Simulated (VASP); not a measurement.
A run of VASP 6.6.1:

INCAR

```
SYSTEM = Be2ZnTe5
ALGO = Normal ; EDIFF = 1E-6
EDIFFG = -0.08 ; ENCUT = 600
GGA = PE ; IBRION = 2
ISIF = 3 ; ISMEAR = 0
LASPH = .True. ; LCHARG = .False.
LREAL = .False. ; LWAVE = .False.
NELM = 80 ; NSW = 36
PREC = Accurate ; SIGMA = 0.2
```

File KPOINTS:

```
k-points
0
Gamma
  3 3 3
  0 0 0
```

POSCAR

```
Be2ZnTe5
1.0
    5.7700000000      0.0000000000      0.0000000000
    0.0000000000      5.7700000000      0.0000000000
    0.0000000000      0.0000000000      5.7700000000
Be Zn Te
2 1 5
Direct
    0.5000000000      0.0000000000      0.5000000000
    0.0000000000      0.5000000000      0.5000000000
    0.0000000000      0.0000000000      0.0000000000
    0.2300000000      0.2300000000      0.2700000000
    0.2300000000      0.7700000000      0.7300000000
    0.7700000000      0.2300000000      0.7300000000
    0.7700000000      0.7700000000      0.2700000000
    0.5000000000      0.5000000000      0.0000000000
```

Potentials or basis: VASP PAW PBE potentials, release 64 (Be, Zn, Te).

Command:

```bash
$ cat potpaw_PBE.64/Be/POTCAR potpaw_PBE.64/Zn/POTCAR potpaw_PBE.64/Te/POTCAR > POTCAR
$ mpirun -np 1 vasp_std > vasp.out
```

Hardware: 1 thread of Intel(R) Xeon(R) Platinum 8559C (Emerald Rapids), on a shared host.

How long does it take, and how much memory?

It took 3.3 min on 1 thread of Intel(R) Xeon(R) Platinum 8559C (Emerald Rapids), on a shared host, peak memory 0.36 GiB. Counts: scf iterations 98, k points 6, ion steps 11.
